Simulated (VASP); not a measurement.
# Mo: single point with PBE0

The system is Mo.

```xyz
1
Lattice="-1.5943 1.5943 1.5943 1.5943 -1.5943 1.5943 1.5943 1.5943 -1.5943" Properties=species:S:1:pos:R:3 pbc="T T T"
Mo    0.0000    0.0000    0.0000
```

```
Program             : VASP 6.6.1
Task                : single point
Functional          : PBE0
Potentials or basis : VASP PAW PBE potentials, release 64 (Mo_sv)
Cutoff              : 520 eV
k mesh              : 8 × 8 × 8
Occupations         : fermi-dirac, width 0.05 eV
Spin                : no spin polarisation
```

| Item | Value |
| --- | --- |
| Pressure | -11.2 GPa |
| Band gap on the k mesh | zero (bands 7 and 8 overlap by 6.69 eV) |

Levels at points of the mesh, in eV from the Fermi level:
```
           k point  band 4  band 5  band 6  band 7  band 8  band 9  band 10  band 11
(0.00, 0.00, 0.00)  -37.63   -8.57   -1.85   -1.85   -1.85    2.93     2.93    16.19
(0.50, 0.00, 0.00)  -37.62   -6.24   -4.18    1.54    2.83    3.43     5.63    12.64
(0.50, 0.50, 0.50)  -38.59   -6.12   -6.12    4.84    4.84    4.84     9.99     9.99
```

Wall time 45 min on 1 thread of Oxide Virtual Turin-like Processor (shared host), peak memory 0.13 GiB.

Caveat: the cell stands under tension; the PAW data sets were made with another functional, which shifts forces and pressure a little.
